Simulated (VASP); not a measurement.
# WC (P-6m2) in VASP: notebook

The runs below take WC through relaxation of cell and atoms, single point, with PBE, PBEsol, LDA, r2SCAN.

Everything below comes from runs of VASP 6.6.1. Logs are shortened: lines on timing, memory, paths and dates and some standing lists are left out, and cuts for length are marked.

## Step 1: The cell of the first run

It takes space group P-6m2 (No. 187, hexagonal). The conventional cell has a = 2.907 Å, b = 2.907 Å, c = 2.837 Å, α = 90.00°, β = 90.00°, γ = 120.00°. Within 3.0 Å of W (site symmetry -6m2) lie 6 C at 2.20 Å and 8 W at 2.84 to 2.91 Å. Within 3.0 Å of C (site symmetry -6m2) lie 6 W at 2.20 Å and 8 C at 2.84 to 2.91 Å.

## Step 2: Relaxation of cell and atoms, PBE

File INCAR:

```
SYSTEM = WC
PREC     = Accurate       ! precision mode
ENCUT    = 600            ! plane-wave cutoff, eV
EDIFF    = 1E-6           ! SCF threshold, eV
ISMEAR   = -1             ! smearing method
SIGMA    = 0.1            ! smearing width, eV
LREAL    = .False.        ! projectors in reciprocal space
LASPH    = .True.         ! aspherical terms in the spheres
NELM     = 100            ! most SCF steps
ALGO     = Normal         ! electronic algorithm
ISIF     = 3              ! what is computed and relaxed
LWAVE    = .False.        ! write WAVECAR
LCHARG   = .False.        ! write CHGCAR
GGA      = PE             ! functional
IBRION   = 2              ! ionic algorithm
NSW      = 80             ! ionic steps
EDIFFG   = -0.01          ! ionic threshold
```

File KPOINTS:

```
regular mesh
0
Gamma
  12 12 11
  0 0 0
```

File POSCAR:

```
WC
1.0
    2.9065000000      0.0000000000      0.0000000000
   -1.4532500000      2.5171028400      0.0000000000
    0.0000000000      0.0000000000      2.8366000000
W C
1 1
Direct
    0.0000000000      0.0000000000      0.0000000000
    0.6666666700      0.3333333300      0.5000000000
```

Potentials or basis: VASP PAW PBE potentials, release 64 (W_sv, C).

Started as:

```bash
cat potpaw_PBE.64/W_sv/POTCAR potpaw_PBE.64/C/POTCAR > POTCAR
mpirun -np 1 vasp_std > vasp.out
```

OUTCAR:

```text
SYSTEM = WC
   PREC = Accurate
   ENCUT = 600
   EDIFF = 1E-6
   ISMEAR = -1
   LREAL = .False.
   LASPH = .True.
   NELM = 100
   ISIF = 3
   GGA = PE
   IBRION = 2
   NSW = 80
   EDIFFG = -0.01

 ion  position               nearest neighbor table
   1  0.000  0.000  0.000-   2 2.20   2 2.20   2 2.20   2 2.20   2 2.20   2 2.20
   2  0.667  0.333  0.500-   1 2.20   1 2.20   1 2.20   1 2.20   1 2.20   1 2.20

  LATTYP: Found a hexagonal cell.
 ALAT       =     2.9065000000
 C/A-ratio  =     0.9759504559

  Lattice vectors:

 A1 = (   2.9065000000,   0.0000000000,   0.0000000000)
 A2 = (  -1.4532500000,   2.5171028400,   0.0000000000)
 A3 = (   0.0000000000,   0.0000000000,   2.8366000000)

Analysis of symmetry for initial positions (statically):
=====================================================================
 Subroutine PRICEL returns:
 Original cell was already a primitive cell.

 Routine SETGRP: Setting up the symmetry group for a
 hexagonal supercell.

 Subroutine GETGRP returns: Found 12 space group operations
 (whereof 12 operations were pure point group operations)
 out of a pool of 24 trial point group operations.

The static configuration has the point symmetry D_3h.

Analysis of symmetry for dynamics (positions and initial velocities):
=====================================================================
 Subroutine PRICEL returns:
 Original cell was already a primitive cell.

 Routine SETGRP: Setting up the symmetry group for a
 hexagonal supercell.

 Subroutine GETGRP returns: Found 12 space group operations
 (whereof 12 operations were pure point group operations)
 out of a pool of 24 trial point group operations.

The dynamic configuration has the point symmetry D_3h.

 Subroutine INISYM returns: Found 12 space group operations
 (whereof 12 operations are pure point group operations),
 and found     1 'primitive' translations

----------------------------------------------------------------------------------------

                                     Primitive cell

  volume of cell :      20.7525

  direct lattice vectors                    reciprocal lattice vectors
     2.906500000  0.000000000  0.000000000     0.344056425  0.198641069  0.000000000
    -1.453250000  2.517102840  0.000000000     0.000000000  0.397282139  0.000000000
     0.000000000  0.000000000  2.836600000     0.000000000  0.000000000  0.352534725

  length of vectors
     2.906500000  2.906500003  2.836600000     0.397282139  0.397282139  0.352534725

  position of ions in fractional coordinates (direct lattice)
     0.000000000  0.000000000  0.000000000
     0.666666670  0.333333330  0.500000000

  ion indices of the primitive-cell ions
   primitive index   ion index
                 1           1
                 2           2

----------------------------------------------------------------------------------------

 KPOINTS: regular mesh

Automatic generation of k-mesh.
 Grid dimensions read from file:
 generate k-points for:   12   12   11

 Generating k-lattice:

  Cartesian coordinates                     Fractional coordinates (reciprocal lattice)
     0.028671369  0.016553422  0.000000000     0.083333333  0.000000000  0.000000000
     0.000000000  0.033106845  0.000000000     0.000000000  0.083333333  0.000000000
     0.000000000  0.000000000  0.032048611     0.000000000  0.000000000  0.090909091

  Length of vectors
     0.033106845  0.033106845  0.032048611

  Shift w.r.t. Gamma in fractional coordinates (k-lattice)
     0.000000000  0.000000000  0.000000000

 Subroutine IBZKPT returns following result:
 ===========================================

 Found    114 irreducible k-points:

 Following reciprocal coordinates:
            Coordinates               Weight
  0.000000  0.000000  0.000000      1.000000
  0.083333  0.000000  0.000000      6.000000
  0.166667  0.000000  0.000000      6.000000
  0.250000  0.000000  0.000000      6.000000
  0.333333  0.000000  0.000000      6.000000
  0.416667  0.000000  0.000000      6.000000
[... 16 lines left out ...]
  0.250000  0.000000  0.090909     12.000000
  0.333333  0.000000  0.090909     12.000000
 [... further k-points ...]
   k-points           NKPTS =    114   k-points in BZ     NKDIM =    114   number of bands    NBANDS=     13
   number of dos      NEDOS =    301   number of ions     NIONS =      2
   total plane-waves  NPLWV =  13824
   dimension x,y,z NGX =    24 NGY =   24 NGZ =   24
   dimension x,y,z NGXF=    48 NGYF=   48 NGZF=   48
   ions per type =               1   1
   NGX,Y,Z   is equivalent  to a cutoff of  13.73, 13.73, 14.07 a.u.
   NGXF,Y,Z  is equivalent  to a cutoff of  27.46, 27.46, 28.13 a.u.
 SYSTEM =  WC
   PREC   = accura    normal or accurate (medium, high low for compatibility)
   ISTART =      0    job   : 0-new  1-cont  2-samecut
   ICHARG =      2    charge: 1-file 2-atom 10-const
   ISPIN  =      1    spin polarized calculation?
   LNONCOLLINEAR =      F non collinear calculations
   LSORBIT =      F    spin-orbit coupling
   LASPH  =      T    aspherical Exc in radial PAW
   ENCUT  =  600.0 eV  44.10 Ry    6.64 a.u.   5.81  5.81  5.67*2*pi/ulx,y,z
   NELM   =    100;   NELMIN=  2; NELMDL= -5     # of ELM steps
   EDIFF  = 0.1E-05   stopping-criterion for ELM
   LREAL  =      F    real-space projection
   EDIFFG = -.1E-01   stopping-criterion for IOM
   NSW    =     80    number of steps for IOM
   IBRION =      2    ionic relax: 0-MD 1-quasi-New 2-CG
   NFREE  =      1    steps in history (QN), initial steepest desc. (CG)
   ISIF   =      3    stress and relaxation
   ISYM   =      2    0-nonsym 1-usesym 2-fastsym
   POTIM  = 0.5000    time-step for ionic-motion
   TEBEG  =    0.0;   TEEND  =   0.0 temperature during run
   PSTRESS=    0.0 pullay stress
   NELECT =      18.0000    total number of electrons
   NUPDOWN=      -1.0000    fix difference up-down
   EMIN   =  10.00;   EMAX   =-10.00  energy-range for DOS
   EFERMI =   0.00;   METHOD = LEGACY
   ISMEAR =    -1;   SIGMA  =   0.10  broadening in eV -4-tet -1-fermi 0-gaus
   EFERMI_NEDOS =   21; number of points for ismear=-14 and -15
   IALGO  =     38    algorithm
   IMIX   =      4    mixing-type and parameters
     AMIX     =   0.40;   BMIX     =  1.00
     AMIX_MAG =   1.60;   BMIX_MAG =  1.00
  volume/ion in A,a.u.               =      10.38        70.02
  Fermi-wavevector in a.u.,A,eV,Ry     =   1.561262  2.950358 33.164744  2.437540
  Thomas-Fermi vector in A             =   2.664353
   LORBIT       =      0    0 simple, 1 ext, 2 COOP (PROOUT), +10 PAW based schemes
   GGA     = PE    functional components
   LHFCALC =     F    Hartree Fock is set to
   AEXX    =    0.0000 exact exchange contribution
   IVDW    =     0    specifies the selected vdW correction
   LEPSILON=     F    determine dielectric tensor
   LRPA    =     F    only Hartree local field effects (RPA)
 conjugate gradient relaxation of ions
 non-spin polarized calculation
  energy-cutoff  :      600.00
  volume of cell :       20.75
 maximum number of plane-waves:       704
 NGX is ok and might be reduce to    24
   NGX = 11   NGY = 11   NGZ = 11

--------------------------------------- Ionic step        1  -------------------------------------------

 number of electron      18.0000000 magnetization

 Free energy of the ion-electron system (eV)
  ---------------------------------------------------
  ext. energy  EPLUGINS =         0.00000000
  ---------------------------------------------------
  free energy    TOTEN  =       -22.44862825 eV

  energy without entropy =      -22.44048483  energy(sigma->0) =      -22.44455654

------------------------ aborting loop because EDIFF is reached ----------------------------------------

  FORCE on cell =-STRESS in cart. coord.  units (eV):
  Direction    XX          YY          ZZ          XY          YZ          ZX
  --------------------------------------------------------------------------------------
  -------------------------------------------------------------------------------------
  Total        0.8730583      0.8730583      0.8502587      0.0000000     -0.0000000      0.0000000
  in kB       67.4038087     67.4038089     65.6435860      0.0000000     -0.0000000      0.0000000
  external PRESSURE =      66.8170679 kB  Pullay stress =       0.0000000 kB
[... 165 lines left out ...]
  energy  without entropy=      -22.4475083602  energy(sigma->0) =      -22.45165724

--------------------------------------- Ionic step        6  -------------------------------------------

 number of electron      18.0000000 magnetization

 Free energy of the ion-electron system (eV)
  ---------------------------------------------------
  ext. energy  EPLUGINS =         0.00000000
  ---------------------------------------------------
  free energy    TOTEN  =       -22.45587029 eV

  energy without entropy =      -22.44762735  energy(sigma->0) =      -22.45174882

 E-fermi :  10.8543     XC(G=0): -13.7065

 val. band max:       10.7670918378   @ k =   0.5000   0.0000   0.3636
 cond. band min:      10.9177408189   @ k =   0.0000   0.0000   0.0909
 fundamental gap:      0.1506489811
 Fermi energy:        10.8543479015

 k-point     1 :       0.0000    0.0000    0.0000
  band No.  band energies     occupation
      1     -63.1992      2.00000
      2     -27.1770      2.00000
      3     -27.0853      2.00000
      4     -27.0853      2.00000
      5      -3.4828      2.00000
      6       6.6245      2.00000
      7       7.5658      2.00000
      8       7.5658      2.00000
      9      10.9398      0.59690
     10      14.0002      0.00000
     11      14.0002      0.00000
     12      16.3761      0.00000
     13      16.3761      0.00000
[... 353 lines left out ...]
 k-point    24 :       0.3333    0.0000    0.0909
  band No.  band energies     occupation
      1     -63.1562      2.00000
      2     -27.6560      2.00000
      3     -27.2144      2.00000
      4     -27.1545      2.00000
      5      -1.1134      2.00000
      6       4.6728      2.00000
      7       7.2870      2.00000
      8       8.3348      2.00000
      9       9.3456      2.00000
     10      13.1316      0.00000
     11      14.5795      0.00000
     12      15.9451      0.00000
     13      16.9380      0.00000

 [... further k-points ...]
[... 5 lines left out ...]
  --------------------------------------------------------------------------------------
  -------------------------------------------------------------------------------------
  Total        0.0075629      0.0075629      0.0054281      0.0000000     -0.0000000      0.0000000
  in kB        0.5741882      0.5741882      0.4121095      0.0000000     -0.0000000      0.0000000
  external PRESSURE =       0.5201620 kB  Pullay stress =       0.0000000 kB
[... 17 lines left out ...]
  FREE ENERGIE OF THE ION-ELECTRON SYSTEM (eV)
  ---------------------------------------------------
  free  energy   TOTEN  =       -22.4558702911 eV

  energy  without entropy=      -22.4476273510  energy(sigma->0) =      -22.45174882

 reached required accuracy - stopping structural energy minimisation
```

Wall time 32 s (1 thread of Intel Xeon 6975P-C (Granite Rapids), shared host); peak memory 0.17 GiB.

What came out:

```
Free energy                           : -22.4559 eV
Relaxed volume                        : 10.55 Å³/atom
Relaxed cell                          : a = 2.924 Å, b = 2.924 Å, c = 2.849 Å, α = 90.00°, β = 90.00°, γ = 120.00°
Space group after relaxing (to 0.1 Å) : P-6m2 (No. 187)
Energy gained by relaxing             : 3.6 meV/atom
Ionic steps                           : 6
Pressure after relaxing               : 0.1 GPa
Band gap on the k mesh                : zero (bands 9 and 10 overlap by 1.17 eV)
```

The path:
| step | energy change (eV) | largest force (eV/Å) | pressure (GPa) | volume (Å³) |
| --- | --- | --- | --- | --- |
| 1 | 0.0000 | 0.0000 | 6.68 | 20.75 |
| 2 | 0.0433 | 0.0000 | -15.86 | 22.08 |
| 3 | -0.0072 | 0.0000 | -0.11 | 21.11 |
| 4 | -0.0072 | 0.0000 | 0.00 | 21.10 |
| 5 | -0.0072 | 0.0000 | 0.06 | 21.11 |
| 6 | -0.0072 | 0.0000 | 0.05 | 21.10 |

Final structure:
```xyz
2
Lattice="2.9244 0.0000 0.0000 -1.4622 2.5326 0.0000 0.0000 0.0000 2.8493" Properties=species:S:1:pos:R:3 pbc="T T T"
W     0.0000    0.0000    0.0000
C     1.4622    0.8442    1.4247
```

Caveat: spin-orbit coupling is left out, which moves the levels of the heavy elements.

## Step 3: Relaxation of cell and atoms, PBEsol

Edit INCAR of step 2 so:

```diff
@@ -8,3 +8,3 @@
 LASPH    = .True.         ! aspherical terms in the spheres
-NELM     = 100            ! most SCF steps
+NELM     = 80             ! most SCF steps
 ALGO     = Normal         ! electronic algorithm
@@ -13,3 +13,3 @@
 LCHARG   = .False.        ! write CHGCAR
-GGA      = PE             ! functional
+GGA      = PS             ! functional
 IBRION   = 2              ! ionic algorithm
```

File KPOINTS:

```
Automatic mesh
0
Gamma
  12 12 11
  0 0 0
```

POSCAR is that of step 2.

Potentials or basis: VASP PAW PBE potentials, release 64 (W_sv, C).

Started as:

```bash
cat potpaw_PBE.64/W_sv/POTCAR potpaw_PBE.64/C/POTCAR > POTCAR
mpirun -np 1 vasp_std > vasp.out
```

It took 23 s on 1 thread of Intel Xeon 6975P-C (Granite Rapids), shared host; peak memory 0.18 GiB.

It converged, with:

```
Free energy                           : -23.9068 eV
Relaxed volume                        : 10.32 Å³/atom
Relaxed cell                          : a = 2.902 Å, b = 2.902 Å, c = 2.830 Å, α = 90.00°, β = 90.00°, γ = 120.00°
Space group after relaxing (to 0.1 Å) : P-6m2 (No. 187)
Energy gained by relaxing             : 0.4 meV/atom
Ionic steps                           : 3
Pressure after relaxing               : 0.0 GPa
Band gap on the k mesh                : zero (bands 9 and 10 overlap by 1.18 eV)
```

Stress tensor (GPa, compression positive):
```
-0.04  0.00  0.00
 0.00 -0.04  0.00
 0.00  0.00  0.03
```

Step by step:
```
step  energy change (eV)  largest force (eV/Å)  pressure (GPa)  volume (Å³)
   1              0.0000                0.0000           -2.30        20.75
   2              0.0063                0.0000            6.93        20.31
   3             -0.0009                0.0000           -0.02        20.64
```

Final structure:
```xyz
2
Lattice="2.9017 0.0000 0.0000 -1.4508 2.5129 0.0000 0.0000 0.0000 2.8302" Properties=species:S:1:pos:R:3 pbc="T T T"
W     0.0000    0.0000    2.8302
C     1.4508    0.8376    1.4151
```

Levels at points of the mesh, in eV from the Fermi level:
| k point | band 5 | band 6 | band 7 | band 8 | band 9 | band 10 | band 11 | band 12 | band 13 |
| --- | --- | --- | --- | --- | --- | --- | --- | --- | --- |
| (0.00, 0.00, 0.00) | -14.49 | -4.38 | -3.37 | -3.37 | 0.11 | 3.24 | 3.24 | 5.67 | 5.67 |
| (0.50, 0.00, 0.00) | -11.10 | -7.08 | -3.65 | -3.63 | -0.46 | 2.33 | 4.55 | 4.92 | 6.89 |

Caveat: the PAW data sets were made with another functional, which shifts forces and pressure a little; spin-orbit coupling is left out, which moves the levels of the heavy elements.

(Part 1 of 2 ends here.)

The gap in the log of VASP goes by the Fermi energy; the results here count the filled bands.